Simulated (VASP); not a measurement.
# Sb in VASP: further runs, part 2 of 2

VASP 6.6.1.

### 4 Single point, PBEsol (strain -0.040 along x and y, -0.080 along z)

File INCAR:

```
PREC = Accurate
ENCUT = 520
EDIFF = 1E-6
ISMEAR = 0
SIGMA = 0.15
LREAL = F
LASPH = T
NELM = 100
ALGO = Normal
ISIF = 2
LWAVE = F
LCHARG = T
GGA = PS
LELF = T
LVHAR = T
NBANDS = 8
```

File KPOINTS:

```
Automatic mesh
0
Gamma
  16 16 16
```

File POSCAR:

```
Sb
1.0
    3.0336000000      0.0000000000      0.0000000000
    0.0000000000      3.0336000000      0.0000000000
    0.0000000000      0.0000000000      2.9072000000
Sb
1
Direct
    0.0000000000      0.0000000000      0.0000000000
```

Potentials or basis: VASP PAW PBE potentials, release 64 (Sb).

Started as:

```sh
$ cat potpaw_PBE.64/Sb/POTCAR > POTCAR
$ mpirun -np 1 vasp_std > vasp.out
```

OUTCAR:

```text
PREC = Accurate
   ENCUT = 520
   EDIFF = 1E-6
   ISMEAR = 0
   LREAL = F
   LASPH = T
   NELM = 100
   ISIF = 2
   GGA = PS

 ion  position               nearest neighbor table
   1  0.000  0.000  0.000-

  LATTYP: Found a simple tetragonal cell.
 ALAT       =     3.0336000000
 C/A-ratio  =     0.9583333333

  Lattice vectors:

 A1 = (   3.0336000000,   0.0000000000,   0.0000000000)
 A2 = (   0.0000000000,   3.0336000000,   0.0000000000)
 A3 = (   0.0000000000,   0.0000000000,   2.9072000000)

Analysis of symmetry for initial positions (statically):
=====================================================================
 Subroutine PRICEL returns:
 Original cell was already a primitive cell.

 Routine SETGRP: Setting up the symmetry group for a
 simple tetragonal supercell.

 Subroutine GETGRP returns: Found 16 space group operations
 (whereof 16 operations were pure point group operations)
 out of a pool of 16 trial point group operations.

The static configuration has the point symmetry D_4h.

Analysis of symmetry for dynamics (positions and initial velocities):
=====================================================================
 Subroutine PRICEL returns:
 Original cell was already a primitive cell.

 Routine SETGRP: Setting up the symmetry group for a
 simple tetragonal supercell.

 Subroutine GETGRP returns: Found 16 space group operations
 (whereof 16 operations were pure point group operations)
 out of a pool of 16 trial point group operations.

The dynamic configuration has the point symmetry D_4h.

 Subroutine INISYM returns: Found 16 space group operations
 (whereof 16 operations are pure point group operations),
 and found     1 'primitive' translations

----------------------------------------------------------------------------------------

                                     Primitive cell

  volume of cell :      26.7542

[... 102 lines left out ...]
   EFERMI_NEDOS =   21; number of points for ismear=-14 and -15
   IALGO  =     38    algorithm
   IMIX   =      4    mixing-type and parameters
     AMIX     =   0.40;   BMIX     =  1.00
     AMIX_MAG =   1.60;   BMIX_MAG =  1.00
  volume/ion in A,a.u.               =      26.75       180.55
  Fermi-wavevector in a.u.,A,eV,Ry     =   0.935982  1.768750 11.919560  0.876063
  Thomas-Fermi vector in A             =   2.062945
   LORBIT       =      0    0 simple, 1 ext, 2 COOP (PROOUT), +10 PAW based schemes
   GGA     = PS    functional components
   LHFCALC =     F    Hartree Fock is set to
   AEXX    =    0.0000 exact exchange contribution
   IVDW    =     0    specifies the selected vdW correction
   LEPSILON=     F    determine dielectric tensor
   LRPA    =     F    only Hartree local field effects (RPA)
 non-spin polarized calculation
 Gauss-broadening in eV      SIGMA  =   0.15
  energy-cutoff  :      520.00
  volume of cell :       26.75
 maximum number of plane-waves:       733
 NGX is ok and might be reduce to    24
   NGX = 11   NGY = 11   NGZ = 11

 number of electron       5.0000000 magnetization

 Free energy of the ion-electron system (eV)
  ---------------------------------------------------
  ext. energy  EPLUGINS =         0.00000000
  ---------------------------------------------------
  free energy    TOTEN  =        -4.48818318 eV

  energy without entropy =       -4.48331567  energy(sigma->0) =       -4.48574942

 E-fermi :   8.4220     XC(G=0): -10.2161

 val. band max:        8.4216706282   @ k =   0.3750   0.3750   0.5000
 cond. band min:       8.4270952036   @ k =   0.1875   0.1875   0.1875
 fundamental gap:      0.0054245754
 Fermi energy:         8.4220300788

 k-point     1 :       0.0000    0.0000    0.0000
  band No.  band energies     occupation
      1      -4.8819      2.00000
      2      11.5143      0.00000
      3      11.5143      0.00000
      4      12.8786      0.00000
      5      15.1861      0.00000
      6      15.5647      0.00000
      7      17.5230      0.00000
      8      26.3780      0.00000
[... 243 lines left out ...]
 k-point    24 :       0.5000    0.1250    0.0000
  band No.  band energies     occupation
      1      -1.9923      2.00000
      2       2.2952      2.00000
      3      11.5260      0.00000
      4      15.3938      0.00000
      5      16.1534      0.00000
      6      19.1320      0.00000
      7      20.5278      0.00000
      8      21.1596      0.00000

 [... further k-points ...]
[... 5 lines left out ...]
  --------------------------------------------------------------------------------------
  -------------------------------------------------------------------------------------
  Total        0.5760536      0.5760536      1.7196298      0.0000000      0.0000000      0.0000000
  in kB       34.4970489     34.4970489    102.9802662      0.0000000      0.0000000      0.0000000
  external PRESSURE =      57.3247880 kB  Pullay stress =       0.0000000 kB

 VOLUME and BASIS-vectors are now :
 -----------------------------------------------------------------------------
  energy-cutoff  :      520.00
  volume of cell :       26.75
      direct lattice vectors                 reciprocal lattice vectors
     3.033600000  0.000000000  0.000000000     0.329641350  0.000000000  0.000000000
     0.000000000  3.033600000  0.000000000     0.000000000  0.329641350  0.000000000
     0.000000000  0.000000000  2.907200000     0.000000000  0.000000000  0.343973583

 POSITION                                       TOTAL-FORCE (eV/Angst)
 -----------------------------------------------------------------------------------
      0.00000      0.00000      0.00000         0.000000      0.000000      0.000000
 -----------------------------------------------------------------------------------
    total drift:                                0.000000      0.000000      0.000000

  FREE ENERGIE OF THE ION-ELECTRON SYSTEM (eV)
  ---------------------------------------------------
  free  energy   TOTEN  =        -4.4881831837 eV

  energy  without entropy=       -4.4833156658  energy(sigma->0) =       -4.48574942
```

stdout:

```text
POSCAR found type information on POSCAR Sb
 POSCAR found :  1 types and       1 ions
 scaLAPACK will be used
 -----------------------------------------------------------------------------
|                                                                             |
|                                                                             |
|     You enforced a specific xc type in the INCAR file but a different       |
|     I HOPE YOU KNOW WHAT YOU ARE DOING!                                     |
|                                                                             |
 -----------------------------------------------------------------------------

 LDA part: xc-table for (Slater+PW92), standard interpolation
 POSCAR, INCAR and KPOINTS ok, starting setup
 FFT: planning ... GRIDC
 FFT: planning ... GRID_SOFT
 FFT: planning ... GRID
 WAVECAR not read
 entering main loop
```

Wall time 14 s (1 thread of Intel Xeon 6975P-C (Granite Rapids), shared host); peak memory 0.2 GiB.

What came out:

```
Free energy : -4.4882 eV
Pressure    : 5.7 GPa
```

Stress tensor (GPa, compression positive):
```
 3.45  0.00  0.00
 0.00  3.45  0.00
 0.00  0.00 10.30
```

Levels at points of the mesh, in eV from the Fermi level:
```csv
k point,band 1,band 2,band 3,band 4,band 5,band 6,band 7
"(0.00, 0.00, 0.00)",-13.30,3.09,3.09,4.46,6.76,7.14,9.10
"(0.50, 0.00, 0.00)",-10.66,-6.36,5.30,6.71,9.30,10.75,11.43
"(0.50, 0.50, 0.00)",-7.84,-4.14,-4.14,1.63,9.09,14.05,14.07
"(0.00, 0.00, 0.50)",-10.02,-6.46,5.84,5.84,9.41,10.37,11.23
"(0.50, 0.00, 0.50)",-7.13,-4.31,-3.68,1.75,8.17,13.06,13.40
"(0.50, 0.50, 0.50)",-3.83,-2.29,-1.59,-1.59,4.55,4.55,4.91
```

Caveat: the cell differs from its parent crystal (strain -0.040 along x and y, -0.080 along z); the PAW data sets were made with another functional, which shifts forces and pressure a little; spin-orbit coupling is left out, which moves the levels of the heavy elements.

### 5 The runs side by side

| cell | gap on the mesh (eV) | pressure (GPa) |
| --- | --- | --- |
| a = 3.413 Å, 1 atom | none | -9.7 |
| a = 2.907, b = 2.907, c = 3.034 Å, 1 atom | none | 9.8 |
| a = 3.034, b = 3.034, c = 2.907 Å, 1 atom | none | 5.7 |

Alike in all rows: task single point; level PBEsol; potentials or basis VASP PAW PBE potentials, release 64 (Sb); no spin polarisation; k mesh 16 × 16 × 16; cutoff (eV) 520; smearing gaussian 0.15 eV.

Caveats: the PAW data sets were made with another functional, which shifts forces and pressure a little; spin-orbit coupling is left out, which moves the levels of the heavy elements.

Total energies depend on the potentials used, so only differences within one code and one set of settings carry meaning.
